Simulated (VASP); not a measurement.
Here is a VASP 6.6.1 calculation.

INCAR

```
PREC     = Accurate       # precision mode
ENCUT    = 520            # plane-wave cutoff, eV
EDIFF    = 1E-7           # SCF threshold, eV
ISMEAR   = -1             # smearing method
SIGMA    = 0.1            # smearing width, eV
LREAL    = False          # projectors in reciprocal space
LASPH    = True           # aspherical terms in the spheres
NELM     = 60             # most SCF steps
ALGO     = Normal         # electronic algorithm
ISIF     = 2              # what is computed and relaxed
LWAVE    = False          # write WAVECAR
LCHARG   = True           # write CHGCAR
GGA      = PE             # functional
LELF     = True           # ELF
LVHAR    = True         
NBANDS   = 31             # bands
```

Contents of KPOINTS:

```
Automatic mesh
0
Gamma
  11 11 11
```

File POSCAR:

```
Yb
1.0
    0.0000000000      4.3217002875      4.3217002875
    4.3217002875      0.0000000000      4.3217002875
    4.3217002875      4.3217002875      0.0000000000
Yb
2
Direct
    0.1250000000      0.1250000000      0.1250000000
    0.8750000000      0.8750000000      0.8750000000
```

Potentials or basis: VASP PAW PBE potentials, release 64 (Yb).

Run with:

```bash
$ cat potpaw_PBE.64/Yb/POTCAR > POTCAR
$ mpirun -np 1 vasp_std > vasp.out
```

Problem. What does it give for the pressure?

Solution. -0.1 GPa.

Problem. Estimate the band gap on the k mesh.

Solution. Zero (band 24 reaches 0.41 eV, above the bottom of band 25 at -0.64 eV).

Caveat: spin-orbit coupling is left out, which moves the levels of the heavy elements. Spin polarisation is off, so any magnetic state and its effect on volume and gap are missing.
